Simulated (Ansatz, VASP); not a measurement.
Zr: VASP beside Ansatz

Contents of INCAR:

```
SYSTEM = Zr
  PREC = Accurate
  ENCUT = 520
  EDIFF = 1E-6
  ISMEAR = -1
  SIGMA = 0.03
  LREAL = .False.
  LASPH = .True.
  NELM = 60
  ALGO = Normal
  ISIF = 2
  LWAVE = .False.
  LCHARG = .False.
  NBANDS = 19
```

The input KPOINTS:

```
Automatic mesh
0
Gamma
  13 13 7
  0 0 0
```

POSCAR

```
Zr
1.0
    3.2319982225      0.0000000000      0.0000000000
   -1.6159991112      2.7989925656      0.0000000000
    0.0000000000      0.0000000000      5.1470000000
Zr
2
Direct
    0.3333333333      0.6666666667      0.2500000000
    0.6666666667      0.3333333333      0.7500000000
```

Input for Ansatz:

```yaml
crystal:
  lattice:
    - [3.2319982225, 0.0, 0.0]
    - [-1.6159991112, 2.7989925656, 0.0]
    - [0.0, 0.0, 5.147]
  atoms:
    - { symbol: Zr, position: [0.3333333333, 0.6666666667, 0.25] }
    - { symbol: Zr, position: [0.6666666667, 0.3333333333, 0.75] }
kpoints:
  mp_grid: { grid: [13, 13, 7] }
  band_path:
    path:
      - [0.0, 0.0, 0.0]
      - [0.5, 0.0, 0.0]
      - [0.3333333333, 0.3333333333, 0.0]
      - [0.0, 0.0, 0.0]
      - [0.0, 0.0, 0.5]
      - [0.5, 0.0, 0.5]
      - [0.3333333333, 0.3333333333, 0.5]
      - [0.0, 0.0, 0.5]
      - [0.5, 0.0, 0.5]
    npoints: 14
scf:
  occupations: { method: fermi_dirac, width: 0.03 }
hamiltonian:
  xc: lda
  pseudopotentials: { kind: all_electron, lapw: { basis_error: 0.00025 } }
output:
  forces: true
  stress: true
  eigenvalues: true
  populations: true
  dos: { projected: true, de: 0.2, e_range: [-14, 8] }
```

Alike in both runs: task single point; functional LDA; k mesh 13 × 13 × 7; occupations fermi-dirac, width 0.03 eV; no spin polarisation.

|  | VASP | Ansatz |
| --- | --- | --- |
| version | VASP 6.6.1 | Ansatz 0.2.0 |
| potentials or method | VASP PAW LDA potentials, release 64 (Zr_sv), cutoff 520 eV | all-electron LAPW, scalar-relativistic |

|  | VASP | Ansatz | Ansatz less VASP |
| --- | --- | --- | --- |
| pressure (GPa) | -6.0 | -6.1 | -0.06 |
| traceless stress, the component that is largest in VASP (GPa) | 0.55 | 0.53 | -0.015 |

LDA's correlation is that of Perdew and Zunger in VASP and of Perdew and Wang (1992) in Ansatz. Ansatz ran all-electron here, and VASP with PAW potentials.
